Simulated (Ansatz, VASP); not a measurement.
**MoS2 in VASP and in Ansatz**

```
Mo S
1.0
     3.25135    0.00000    0.00000
    -1.62567    2.81575    0.00000
     0.00000    0.00000   12.64425
Mo S
2 4
Direct
  0.33333 0.66667 0.25000
  0.66667 0.33333 0.75000
  0.33333 0.66667 0.62300
  0.66667 0.33333 0.12300
  0.33333 0.66667 0.87700
  0.66667 0.33333 0.37700
```

Alike in both runs: task single point; functional PBE; dispersion D4; k mesh 8 × 8 × 2; occupations methfessel-paxton of order 1, width 0.15 eV; no spin polarisation.

|  | VASP | Ansatz |
| --- | --- | --- |
| version | VASP 6.6.1 | Ansatz 0.2.0 |
| potentials or method | VASP PAW PBE potentials, release 64 (Mo_sv, S), cutoff 520 eV | plane waves, PAW |
| valence electrons in the cell | 52 | 52 |

|  | VASP | Ansatz | Ansatz less VASP |
| --- | --- | --- | --- |
| pressure (GPa) | -11.1 | -11.0 | +0.08 |
| traceless stress, the component that is largest in VASP (GPa) | -0.58 | -0.56 | +0.019 |
